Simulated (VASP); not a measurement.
Here is a VASP 6.6.1 calculation.

Contents of POSCAR:

```
PbSe
1.0
    0.0000000000      3.0841604459      3.0841604459
    3.0841604459      0.0000000000      3.0841604459
    3.0841604459      3.0841604459      0.0000000000
Pb Se
1 1
Direct
    0.0000000000      0.0000000000      0.0000000000
    0.5000000000      0.5000000000      0.5000000000
```

Contents of INCAR.step1:

```
ALGO = Normal
EDIFF = 1E-5
ENCUT = 520
GGA = PE
ISIF = 2
ISMEAR = -1
LASPH = T
LCHARG = F
LREAL = F
LWAVE = T
NBANDS = 17
NELM = 100
PREC = Accurate
SIGMA = 0.05
```

File INCAR.step2:

```
ALGO = Normal
EDIFF = 1E-6
ENCUT = 520
GGA = PE
HFSCREEN = 0.2079
ISIF = 2
ISMEAR = -1
ISTART = 1
LASPH = T
LCHARG = F
LHFCALC = T
LREAL = F
LWAVE = F
NBANDS = 17
NELM = 100
PREC = Accurate
PRECFOCK = Normal
SIGMA = 0.05
```

The input KPOINTS:

```
k-points
0
Gamma
  4 4 4
```

Potentials or basis: VASP PAW PBE potentials, release 64 (Pb_d, Se).

Launch:

```sh
$ cat potpaw_PBE.64/Pb_d/POTCAR potpaw_PBE.64/Se/POTCAR > POTCAR
$ cp INCAR.step1 INCAR
$ mpirun -np 1 vasp_std > vasp.out
$ cp INCAR.step2 INCAR
$ mpirun -np 1 vasp_std > vasp.out
```

Problem. Estimate the pressure.

Solution. 0.0 GPa.

Problem. Estimate the band gap on the k mesh.

Solution. 0.79 eV.

Caveat: the k points lie up to 0.44 Å⁻¹ apart; the PAW data sets were made with another functional, which shifts forces and pressure a little; spin-orbit coupling is left out, which moves the levels of the heavy elements. A k mesh can miss the band edges.
